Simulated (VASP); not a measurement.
Input of a VASP 6.6.1 run:

INCAR

```
PREC = Accurate
ENCUT = 600
EDIFF = 1E-6
ISMEAR = 0
SIGMA = 0.01
LREAL = False
LASPH = True
NELM = 120
ALGO = Normal
ISIF = 2
LWAVE = False
LCHARG = True
GGA = PS
LELF = True
LVHAR = True
NBANDS = 15
GGA_COMPAT = False
```

KPOINTS

```
Automatic mesh
0
Gamma
  6 6 6
```

Contents of POSCAR:

```
MgI2
1.0
    2.0274773882      1.1705646158      7.2554234560
   -2.0274773882      1.1705646158      7.2554234560
    0.0000000000     -2.3411292317      7.2554234560
Mg I
1 2
Direct
   -0.0000100368     -0.0000100368     -0.0000100368
    0.4179194843      0.4179194843      0.4179194843
    0.2487572191      0.2487572191      0.2487572191
```

Potentials or basis: VASP PAW PBE potentials, release 64 (Mg, I).

Launch:

```console
$ cat potpaw_PBE.64/Mg/POTCAR potpaw_PBE.64/I/POTCAR > POTCAR
$ mpirun -np 1 vasp_std > vasp.out
```

**Question.** Predict the pressure.

**Answer.** -0.4 GPa.

**Question.** What does it give for the largest force?

**Answer.** 0.065 eV/Å.

**Question.** Estimate the band gap on the k mesh.

**Answer.** 2.65 eV (least direct gap 2.76 eV).

Stress tensor (GPa, compression positive):
```
-0.45  0.00  0.00
 0.00 -0.45  0.00
 0.00  0.00 -0.21
```

Caveat: the PAW data sets were made with another functional, which shifts forces and pressure a little; spin-orbit coupling is left out, which moves the levels of the heavy elements. A k mesh can miss the band edges.
